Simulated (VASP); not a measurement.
Al2O3, 5 atoms in the cell. It takes space group P-6m2 (No. 187, hexagonal). Conventional cell: a = 2.896 Å, b = 2.896 Å, c = 7.734 Å, α = 90.00°, β = 90.00°, γ = 120.00°. Within 2.4 Å of Al (site symmetry 3m) lie 6 O at 1.82 to 2.23 Å. Within 2.4 Å of O (site symmetry 3m) lie 3 Al at 1.82 Å. O (site symmetry -6m2) has 6 Al at 2.23 Å and 12 O at 2.76 to 2.90 Å within 2.9 Å. 

| Quantity | Value |
| --- | --- |
| Program | VASP 6.6.1 |
| Task | single point |
| Functional | PBE |
| Dispersion | D3(BJ) |
| Potentials or basis | VASP PAW PBE potentials, release 64 (Al, O) |
| Cutoff | 520 eV |
| k mesh | 9 × 9 × 4 |
| Occupations | gaussian, width 0.05 eV |
| Spin | no spin polarisation |
| Dipole correction | no |
| Further INCAR settings | ALGO = Normal; EDIFF = 1e-06; NBANDS = 20 |

Potentials or basis: VASP PAW PBE potentials, release 64 (Al, O).

The run is started by

```console
$ cat potpaw_PBE.64/Al/POTCAR potpaw_PBE.64/O/POTCAR > POTCAR
$ mpirun -np 1 vasp_std > vasp.out
```

Hardware: 1 thread of Intel(R) Xeon(R) 6975P-C (Granite Rapids), on a shared host.

Task: Estimate the wall time of this run.

Result: Wall time 15 s on 1 thread of Intel(R) Xeon(R) 6975P-C (Granite Rapids), with other jobs on the host, peak memory 0.19 GiB. Counts: scf iterations 15, k points 36.
